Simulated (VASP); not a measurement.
# K (Pm-3m) in VASP: a series of runs

Runs on K. Level: LDA. Tasks: single point.

Program: VASP 6.6.1. These are calculated values, not measurements. Logs are shortened: lines on timing, memory, paths and dates and some standing lists are left out, and cuts for length are marked.

### Step 1. The cell of the first run

It takes space group Pm-3m (No. 221, cubic). Conventional cell: a = 3.263 Å, b = 3.263 Å, c = 3.263 Å, α = 90.00°, β = 90.00°, γ = 90.00°. K (site symmetry m-3m) has 6 K at 3.26 Å within 4.3 Å.

### Step 2. Single point, LDA (volume scaled by 0.5)

The input, INCAR:

```
PREC     = Accurate       # precision mode
ENCUT    = 500            # plane-wave cutoff, eV
EDIFF    = 1E-6           # SCF threshold, eV
ISMEAR   = -1             # smearing method
SIGMA    = 0.05           # smearing width, eV
LREAL    = F              # projectors in reciprocal space
LASPH    = T              # aspherical terms in the spheres
NELM     = 120            # most SCF steps
ALGO     = Normal         # electronic algorithm
ISIF     = 2              # what is computed and relaxed
LWAVE    = F              # write WAVECAR
LCHARG   = F              # write CHGCAR
NBANDS   = 10             # bands
GGA_COMPAT= F
```

The input, KPOINTS:

```
regular mesh
0
Gamma
  9 9 9
```

The input, POSCAR:

```
K
1.0
    3.2629238451      0.0000000000      0.0000000000
    0.0000000000      3.2629238451      0.0000000000
    0.0000000000      0.0000000000      3.2629238451
K
1
Direct
    0.0000000000      0.0000000000      0.0000000000
```

Potentials or basis: VASP PAW LDA potentials, release 64 (K_sv).

Command:

```sh
$ cat potpaw_LDA.64/K_sv/POTCAR > POTCAR
$ mpirun -np 1 vasp_std > vasp.out
```

OUTCAR:

```text
PREC = Accurate
   ENCUT = 500
   EDIFF = 1E-6
   ISMEAR = -1
   LREAL = F
   LASPH = T
   NELM = 120
   ISIF = 2

 ion  position               nearest neighbor table
   1  0.000  0.000  0.000-

  LATTYP: Found a simple cubic cell.
 ALAT       =     3.2629238451

  Lattice vectors:

 A1 = (   3.2629238451,   0.0000000000,   0.0000000000)
 A2 = (   0.0000000000,   3.2629238451,   0.0000000000)
 A3 = (   0.0000000000,   0.0000000000,   3.2629238451)

Analysis of symmetry for initial positions (statically):
=====================================================================
 Subroutine PRICEL returns:
 Original cell was already a primitive cell.

 Routine SETGRP: Setting up the symmetry group for a
 simple cubic supercell.

 Subroutine GETGRP returns: Found 48 space group operations
 (whereof 48 operations were pure point group operations)
 out of a pool of 48 trial point group operations.

The static configuration has the point symmetry O_h .

Analysis of symmetry for dynamics (positions and initial velocities):
=====================================================================
 Subroutine PRICEL returns:
 Original cell was already a primitive cell.

 Routine SETGRP: Setting up the symmetry group for a
 simple cubic supercell.

 Subroutine GETGRP returns: Found 48 space group operations
 (whereof 48 operations were pure point group operations)
 out of a pool of 48 trial point group operations.

The dynamic configuration has the point symmetry O_h .

 Subroutine INISYM returns: Found 48 space group operations
 (whereof 48 operations are pure point group operations),
 and found     1 'primitive' translations

----------------------------------------------------------------------------------------

                                     Primitive cell

  volume of cell :      34.7393

  direct lattice vectors                    reciprocal lattice vectors
     3.262923845  0.000000000  0.000000000     0.306473595  0.000000000  0.000000000
     0.000000000  3.262923845  0.000000000     0.000000000  0.306473595  0.000000000
     0.000000000  0.000000000  3.262923845     0.000000000  0.000000000  0.306473595

  length of vectors
     3.262923845  3.262923845  3.262923845     0.306473595  0.306473595  0.306473595

  position of ions in fractional coordinates (direct lattice)
     0.000000000  0.000000000  0.000000000

  ion indices of the primitive-cell ions
   primitive index   ion index
                 1           1

[... 73 lines left out ...]
   EDIFFG = 0.1E-04   stopping-criterion for IOM
   NSW    =      0    number of steps for IOM
   IBRION =     -1    ionic relax: 0-MD 1-quasi-New 2-CG
   NFREE  =      0    steps in history (QN), initial steepest desc. (CG)
   ISIF   =      2    stress and relaxation
   ISYM   =      2    0-nonsym 1-usesym 2-fastsym
   POTIM  = 0.5000    time-step for ionic-motion
   TEBEG  =    0.0;   TEEND  =   0.0 temperature during run
   PSTRESS=    0.0 pullay stress
   NELECT =       9.0000    total number of electrons
   NUPDOWN=      -1.0000    fix difference up-down
   EMIN   =  10.00;   EMAX   =-10.00  energy-range for DOS
   EFERMI =   0.00;   METHOD = LEGACY
   ISMEAR =    -1;   SIGMA  =   0.05  broadening in eV -4-tet -1-fermi 0-gaus
   EFERMI_NEDOS =   21; number of points for ismear=-14 and -15
   IALGO  =     38    algorithm
   IMIX   =      4    mixing-type and parameters
     AMIX     =   0.40;   BMIX     =  1.00
     AMIX_MAG =   1.60;   BMIX_MAG =  1.00
  volume/ion in A,a.u.               =      34.74       234.43
  Fermi-wavevector in a.u.,A,eV,Ry     =   1.043635  1.972185 14.819119  1.089174
  Thomas-Fermi vector in A             =   2.178353
   LORBIT       =      0    0 simple, 1 ext, 2 COOP (PROOUT), +10 PAW based schemes
   GGA     = CA    functional components
   LHFCALC =     F    Hartree Fock is set to
   AEXX    =    0.0000 exact exchange contribution
   IVDW    =     0    specifies the selected vdW correction
   LEPSILON=     F    determine dielectric tensor
   LRPA    =     F    only Hartree local field effects (RPA)
 non-spin polarized calculation
  energy-cutoff  :      500.00
  volume of cell :       34.74
 maximum number of plane-waves:       897
 NGX is ok and might be reduce to    24
   NGX = 11   NGY = 11   NGZ = 11

 number of electron       9.0000003 magnetization

 Free energy of the ion-electron system (eV)
  ---------------------------------------------------
  ext. energy  EPLUGINS =         0.00000000
  ---------------------------------------------------
  free energy    TOTEN  =        -0.53645828 eV

  energy without entropy =       -0.52442556  energy(sigma->0) =       -0.53044192

 E-fermi :   2.0714     XC(G=0):  -8.1877

 val. band max:        2.0504026904   @ k =   0.4444   0.1111   0.0000
 cond. band min:       2.0765584292   @ k =   0.4444   0.4444   0.1111
 fundamental gap:      0.0261557388
 Fermi energy:         2.0714205578

 k-point     1 :       0.0000    0.0000    0.0000
  band No.  band energies     occupation
      1     -30.1079      2.00000
      2     -13.3632      2.00000
      3     -13.3632      2.00000
      4     -13.3632      2.00000
      5      -1.1077      2.00000
      6       4.3987      0.00000
      7       4.3987      0.00000
      8      10.2501      0.00000
      9      10.2501      0.00000
     10      10.2501      0.00000
[... 287 lines left out ...]
 k-point    24 :       0.4444    0.3333    0.1111
  band No.  band energies     occupation
      1     -29.9006      2.00000
      2     -14.1594      2.00000
      3     -13.9374      2.00000
      4     -13.3167      2.00000
      5       2.2223      0.09331
      6       4.4308      0.00000
      7       5.9630      0.00000
      8       6.5730      0.00000
      9       8.4896      0.00000
     10       8.6723      0.00000

 [... further k-points ...]
[... 5 lines left out ...]
  --------------------------------------------------------------------------------------
  -------------------------------------------------------------------------------------
  Total        1.6376253      1.6376253      1.6376253      0.0000000      0.0000000      0.0000000
  in kB       75.5273615     75.5273615     75.5273615      0.0000000      0.0000000      0.0000000
  external PRESSURE =      75.5273615 kB  Pullay stress =       0.0000000 kB

 VOLUME and BASIS-vectors are now :
 -----------------------------------------------------------------------------
  energy-cutoff  :      500.00
  volume of cell :       34.74
      direct lattice vectors                 reciprocal lattice vectors
     3.262923845  0.000000000  0.000000000     0.306473595  0.000000000  0.000000000
     0.000000000  3.262923845  0.000000000     0.000000000  0.306473595  0.000000000
     0.000000000  0.000000000  3.262923845     0.000000000  0.000000000  0.306473595

 POSITION                                       TOTAL-FORCE (eV/Angst)
 -----------------------------------------------------------------------------------
      0.00000      0.00000      0.00000         0.000000      0.000000      0.000000
 -----------------------------------------------------------------------------------
    total drift:                                0.000000     -0.000000     -0.000000

  FREE ENERGIE OF THE ION-ELECTRON SYSTEM (eV)
  ---------------------------------------------------
  free  energy   TOTEN  =        -0.5364582809 eV

  energy  without entropy=       -0.5244255600  energy(sigma->0) =       -0.53044192
```

OSZICAR:

```text
N       E                     dE             d eps       ncg     rms          rms(c)
DAV:   1     0.558069230751E+02    0.55807E+02   -0.41983E+03   700   0.768E+02
DAV:   2     0.114707881177E+01   -0.54660E+02   -0.53006E+02   748   0.223E+02
DAV:   3    -0.499812546777E+00   -0.16469E+01   -0.16326E+01   976   0.310E+01
DAV:   4    -0.550743229432E+00   -0.50931E-01   -0.50889E-01   896   0.467E+00
DAV:   5    -0.553624827404E+00   -0.28816E-02   -0.28809E-02   978   0.752E-01    0.548E+00
DAV:   6    -0.540276329718E+00    0.13348E-01   -0.20868E-02   816   0.121E+00    0.360E+00
DAV:   7    -0.537055104099E+00    0.32212E-02   -0.27959E-02   806   0.121E+00    0.251E-01
DAV:   8    -0.536468486739E+00    0.58662E-03   -0.39154E-03   770   0.678E-01    0.850E-02
DAV:   9    -0.536464408319E+00    0.40784E-05   -0.67512E-05  1014   0.621E-02    0.258E-02
DAV:  10    -0.536458200005E+00    0.62083E-05   -0.16883E-05   760   0.360E-02    0.423E-03
DAV:  11    -0.536458280914E+00   -0.80909E-07   -0.80480E-07   522   0.117E-02
   1 F= -.53645828E+00 E0= -.53044192E+00  d E =-.120327E-01
```

Wall time 13 s (1 thread of AMD EPYC 7R13, shared host); peak memory 0.1 GiB.

What came out:

| Item | Value |
| --- | --- |
| Free energy | -0.5365 eV |
| Pressure | 7.6 GPa |

Levels at points of the mesh, in eV from the Fermi level:
| k point | band 1 | band 2 | band 3 | band 4 | band 5 | band 6 | band 7 | band 8 | band 9 | band 10 |
| --- | --- | --- | --- | --- | --- | --- | --- | --- | --- | --- |
| (0.00, 0.00, 0.00) | -32.18 | -15.43 | -15.43 | -15.43 | -3.18 | 2.33 | 2.33 | 8.18 | 8.18 | 8.18 |

### Step 3. Single point, LDA (volume scaled by 0.6)

The input, INCAR:

```
ALGO = Normal
EDIFF = 1E-6
ENCUT = 500
GGA = CA
GGA_COMPAT = F
ISIF = 2
ISMEAR = -1
LASPH = T
LCHARG = T
LELF = T
LREAL = F
LVHAR = T
LWAVE = F
NBANDS = 10
NELM = 120
PREC = Accurate
SIGMA = 0.05
```

The input, KPOINTS:

```
k-points
0
Gamma
  9 9 9
```

The input, POSCAR:

```
K
1.0
    3.4673739846      0.0000000000      0.0000000000
    0.0000000000      3.4673739846      0.0000000000
    0.0000000000      0.0000000000      3.4673739846
K
1
Direct
    0.0000000000      0.0000000000      0.0000000000
```

Potentials or basis: VASP PAW LDA potentials, release 64 (K_sv).

Command:

```sh
$ cat potpaw_LDA.64/K_sv/POTCAR > POTCAR
$ mpirun -np 1 vasp_std > vasp.out
```

OUTCAR:

```text
EDIFF = 1E-6
   ENCUT = 500
   GGA = CA
   ISIF = 2
   ISMEAR = -1
   LASPH = T
   LREAL = F
   NELM = 120
   PREC = Accurate

 ion  position               nearest neighbor table
   1  0.000  0.000  0.000-

  LATTYP: Found a simple cubic cell.
 ALAT       =     3.4673739846

  Lattice vectors:

 A1 = (   3.4673739846,   0.0000000000,   0.0000000000)
 A2 = (   0.0000000000,   3.4673739846,   0.0000000000)
 A3 = (   0.0000000000,   0.0000000000,   3.4673739846)

Analysis of symmetry for initial positions (statically):
=====================================================================
 Subroutine PRICEL returns:
 Original cell was already a primitive cell.

 Routine SETGRP: Setting up the symmetry group for a
 simple cubic supercell.

 Subroutine GETGRP returns: Found 48 space group operations
 (whereof 48 operations were pure point group operations)
 out of a pool of 48 trial point group operations.

The static configuration has the point symmetry O_h .

Analysis of symmetry for dynamics (positions and initial velocities):
[... 164 lines left out ...]
 k-point     1 :       0.0000    0.0000    0.0000
  band No.  band energies     occupation
      1     -30.6722      2.00000
      2     -14.1159      2.00000
      3     -14.1159      2.00000
      4     -14.1159      2.00000
      5      -1.6373      2.00000
      6       3.8774      0.00000
      7       3.8774      0.00000
      8       8.9694      0.00000
      9       8.9694      0.00000
     10       8.9694      0.00000
[... 287 lines left out ...]
 k-point    24 :       0.4444    0.3333    0.1111
  band No.  band energies     occupation
      1     -30.5619      2.00000
      2     -14.6224      2.00000
      3     -14.4816      2.00000
      4     -14.0885      2.00000
      5       1.7077      0.00316
      6       3.3894      0.00000
      7       4.9087      0.00000
      8       5.5536      0.00000
      9       7.2984      0.00000
     10       7.4344      0.00000

 [... further k-points ...]

------------------------ aborting loop because EDIFF is reached ----------------------------------------

  FORCE on cell =-STRESS in cart. coord.  units (eV):
  Direction    XX          YY          ZZ          XY          YZ          ZX
  --------------------------------------------------------------------------------------
  -------------------------------------------------------------------------------------
  Total        1.1755972      1.1755972      1.1755972      0.0000000     -0.0000000      0.0000000
  in kB       45.1821697     45.1821697     45.1821697      0.0000000     -0.0000000      0.0000000
  external PRESSURE =      45.1821697 kB  Pullay stress =       0.0000000 kB

 VOLUME and BASIS-vectors are now :
 -----------------------------------------------------------------------------
  energy-cutoff  :      500.00
  volume of cell :       41.69
      direct lattice vectors                 reciprocal lattice vectors
     3.467373985  0.000000000  0.000000000     0.288402695  0.000000000  0.000000000
     0.000000000  3.467373985  0.000000000     0.000000000  0.288402695  0.000000000
     0.000000000  0.000000000  3.467373985     0.000000000  0.000000000  0.288402695

 POSITION                                       TOTAL-FORCE (eV/Angst)
 -----------------------------------------------------------------------------------
      0.00000      0.00000      0.00000         0.000000      0.000000      0.000000
 -----------------------------------------------------------------------------------
    total drift:                               -0.000000      0.000000      0.000000

  FREE ENERGIE OF THE ION-ELECTRON SYSTEM (eV)
  ---------------------------------------------------
  free  energy   TOTEN  =        -0.8003503002 eV

  energy  without entropy=       -0.7944548573  energy(sigma->0) =       -0.79740258
```

stdout:

```text
POSCAR found type information on POSCAR K
 POSCAR found :  1 types and       1 ions
 scaLAPACK will be used
 LDA part: xc-table for (Slater(with rela. corr.)+CA(PZ))
 , standard interpolation
 POSCAR, INCAR and KPOINTS ok, starting setup
 FFT: planning ... GRIDC
 FFT: planning ... GRID_SOFT
 FFT: planning ... GRID
 WAVECAR not read
 entering main loop
```

Wall time 15 s (1 thread of AMD EPYC 7R13, shared host); peak memory 0.11 GiB.

What came out:

```yaml
Free_energy: -0.8004 eV
Pressure: 4.5 GPa
```

### Step 4. Single point, LDA (volume scaled by 0.7)

The input, INCAR:

```
PREC = Accurate ; ENCUT = 500
EDIFF = 1E-6 ; ISMEAR = -1
SIGMA = 0.05 ; LREAL = False
LASPH = True ; NELM = 120
ALGO = Normal ; ISIF = 2
LWAVE = False ; LCHARG = False
NBANDS = 10 ; GGA_COMPAT = False
```

The input, KPOINTS:

```
regular mesh
0
Gamma
  9 9 9
```

The input, POSCAR:

```
K
1.0
    3.6501968243      0.0000000000      0.0000000000
    0.0000000000      3.6501968243      0.0000000000
    0.0000000000      0.0000000000      3.6501968243
K
1
Direct
    0.0000000000      0.0000000000      0.0000000000
```

Command:

```sh
$ cat potpaw_LDA.64/K_sv/POTCAR > POTCAR
$ mpirun -np 1 vasp_std > vasp.out
```

Run time: 13 s. Hardware: 1 thread of AMD EPYC 7R13, shared host; peak memory 0.11 GiB.

It converged, with:

| Item | Value |
| --- | --- |
| Free energy | -0.9452 eV |
| Pressure | 2.3 GPa |

Levels at points of the mesh, in eV from the Fermi level:
| k point | band 2 | band 3 | band 4 | band 5 | band 6 | band 7 | band 8 | band 9 |
| --- | --- | --- | --- | --- | --- | --- | --- | --- |
| (0.00, 0.00, 0.00) | -15.50 | -15.50 | -15.50 | -2.79 | 2.64 | 2.64 | 7.18 | 7.18 |

### Step 5. Single point, LDA (volume scaled by 0.8)

The input, INCAR:

```
SYSTEM = K
PREC = Accurate
ENCUT = 500
EDIFF = 1E-6
ISMEAR = -1
SIGMA = 0.05
LREAL = .FALSE.
LASPH = .TRUE.
NELM = 120
ALGO = Normal
ISIF = 2
LWAVE = .FALSE.
LCHARG = .FALSE.
NBANDS = 10
GGA_COMPAT = .FALSE.
```

The input, KPOINTS:

```
Automatic mesh
0
G
  9 9 9
  0 0 0
```

The input, POSCAR:

```
K
1.0
    3.8163388806      0.0000000000      0.0000000000
    0.0000000000      3.8163388806      0.0000000000
    0.0000000000      0.0000000000      3.8163388806
K
1
Direct
    0.0000000000      0.0000000000      0.0000000000
```

Command:

```sh
$ cat potpaw_LDA.64/K_sv/POTCAR > POTCAR
$ mpirun -np 1 vasp_std > vasp.out
```

Wall time 17 s (1 thread of AMD EPYC 7R13, shared host); peak memory 0.11 GiB.

Results (log left out):

```yaml
Free_energy: -1.0183 eV
Pressure: 1.1 GPa
```

Levels at points of the mesh, in eV from the Fermi level:
| k point | band 3 | band 4 | band 5 | band 6 | band 7 | band 8 |
| --- | --- | --- | --- | --- | --- | --- |
| (0.00, 0.00, 0.00) | -15.53 | -15.53 | -2.58 | 2.73 | 2.73 | 6.85 |

### Step 6. Overview

```csv
cell,gap on the mesh (eV),pressure (GPa)
"a = 3.263 Å, 1 atom",none,7.6
"a = 3.467 Å, 1 atom",none,4.5
"a = 3.650 Å, 1 atom",none,2.3
"a = 3.816 Å, 1 atom",none,1.1
```

Alike in all rows: task single point; level LDA; potentials or basis VASP PAW LDA potentials, release 64 (K_sv); no spin polarisation; k mesh 9 × 9 × 9; cutoff (eV) 500; smearing fermi-dirac 0.05 eV.

Absolute energies hang on the potentials; compare differences alone.
